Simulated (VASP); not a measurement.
Here is a VASP 6.6.1 calculation.

The input INCAR:

```
PREC = Accurate ; ENCUT = 500
EDIFF = 1E-6 ; ISMEAR = 0
SIGMA = 0.1 ; LREAL = F
LASPH = T ; NELM = 120
ALGO = Normal ; ISIF = 2
LWAVE = F ; LCHARG = T
GGA = PE ; IVDW = 12
LELF = T ; LVHAR = T
NBANDS = 11 ; GGA_COMPAT = F
```

The input KPOINTS:

```
Automatic mesh
0
Gamma
  6 6 6
```

POSCAR

```
BP
1.0
    0.0000000000      2.2690000000      2.2690000000
    2.2690000000      0.0000000000      2.2690000000
    2.2690000000      2.2690000000      0.0000000000
B P
1 1
Direct
    0.0000000000      0.0000000000      0.0000000000
    0.2500000000      0.2500000000      0.2500000000
```

Potentials or basis: VASP PAW PBE potentials, release 64 (B, P).

The run is started by

```sh
$ cat potpaw_PBE.64/B/POTCAR potpaw_PBE.64/P/POTCAR > POTCAR
$ mpirun -np 1 vasp_std > vasp.out
```

Question: Estimate the band gap on the k mesh.

Answer: 1.33 eV, indirect (least direct gap 3.40 eV).

Question: What does it give for the dispersion energy per atom?

Answer: -0.323 eV.

A k mesh can miss the band edges. A hybrid or GW would open this gap; PBE tends to underestimate it.
